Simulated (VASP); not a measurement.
The system is Sc3B2P.

```
CELL_PARAMETERS angstrom
2.24995 -2.28999 0.00000
2.24995 2.28999 0.00000
0.00000 0.00000 9.44223
ATOMIC_POSITIONS crystal
Sc 0.00000 0.00000 0.82040
Sc 0.00000 0.00000 0.17960
Sc 0.50000 0.50000 0.50000
B 0.50000 0.50000 0.77580
B 0.50000 0.50000 0.22420
P 0.00000 0.00000 0.00000
```

```yaml
Program: VASP 6.6.1
Task: relaxation of cell and atoms
Functional: PBE
Potentials_or_basis: VASP PAW PBE potentials, release 64 (Sc_sv, B, P)
Cutoff: 600 eV
k_mesh: 6 × 6 × 2
Occupations: gaussian, width 0.1 eV
Spin: no spin polarisation
```

At the start: pressure 45.9 GPa; volume 16.22 Å³/atom.

How do energy, volume and symmetry change on relaxing?

Over 39 steps the energy falls by 2581.2 meV/atom and the volume is 18.91 Å³/atom (+16.6 %); space group P4/mmm (No. 123, to 0.05 Å).

Step by step:
```tsv
step	energy change (eV)	largest force (eV/Å)	pressure (GPa)	volume (Å³)
1	0.0000	22.2031	45.92	97.30
2	-9.8084	0.9700	-10.84	169.95
3	-10.2484	0.6743	-10.15	163.51
4	-10.5678	0.4483	-9.43	158.29
5	-12.6969	0.8784	-2.69	126.48
6	-13.6040	1.1235	5.56	111.56
7	-13.6116	0.8398	3.01	114.39
8	-13.6275	0.8355	4.21	112.97
9	-14.1653	0.9472	-1.91	120.68
10	-14.2256	0.9781	-4.21	124.80
11	-14.5726	1.3297	-2.20	119.92
12	-14.6928	1.9557	3.69	111.88
13	-14.7339	1.7868	1.28	114.58
14	-14.9605	0.7816	1.18	113.23
15	-15.0268	0.0930	1.63	111.87
16	-15.0271	0.1100	1.58	111.96
17	-15.0531	0.3008	0.16	113.78
18	-15.0561	0.3894	-0.51	114.71
19	-15.0689	0.3827	-0.35	114.66
20	-15.0975	0.3658	0.21	114.48
21	-15.1111	0.3481	1.34	114.03
22	-15.1190	0.3369	1.24	114.35
23	-15.1409	0.2990	0.90	115.30
24	-15.1796	0.2427	0.21	117.20
25	-15.2422	0.1162	-1.37	120.99
26	-15.2434	0.1496	-1.87	122.13
27	-15.2580	0.1478	-2.04	122.37
28	-15.2801	0.4191	-2.69	123.02
29	-15.3209	0.3917	-2.36	121.85
30	-15.4191	0.2841	-1.22	118.30
31	-15.4329	0.4656	1.74	111.02
32	-15.4606	0.2615	0.29	114.31
33	-15.4605	0.2728	0.36	114.13
34	-15.4668	0.2642	0.19	114.20
35	-15.4764	0.2267	-0.34	114.39
36	-15.4827	0.1325	-0.12	113.92
37	-15.4847	0.1076	0.11	113.47
38	-15.4865	0.0602	0.05	113.46
39	-15.4871	0.0246	0.01	113.45
```

Final structure:
```
Sc B P
1.0
     2.21974   -2.22268    0.00000
     2.21974    2.22268    0.00000
     0.00000    0.00000   11.49776
Sc B P
3 2 1
Direct
  0.00000 0.00000 0.77121
  0.00000 0.00000 0.22879
  0.50000 0.50000 0.50000
  0.50000 0.50000 0.69367
  0.50000 0.50000 0.30633
  0.00000 0.00000 0.00000
```

Caveat: the volume moved by over 15 % at a fixed basis, so the end points are rough.
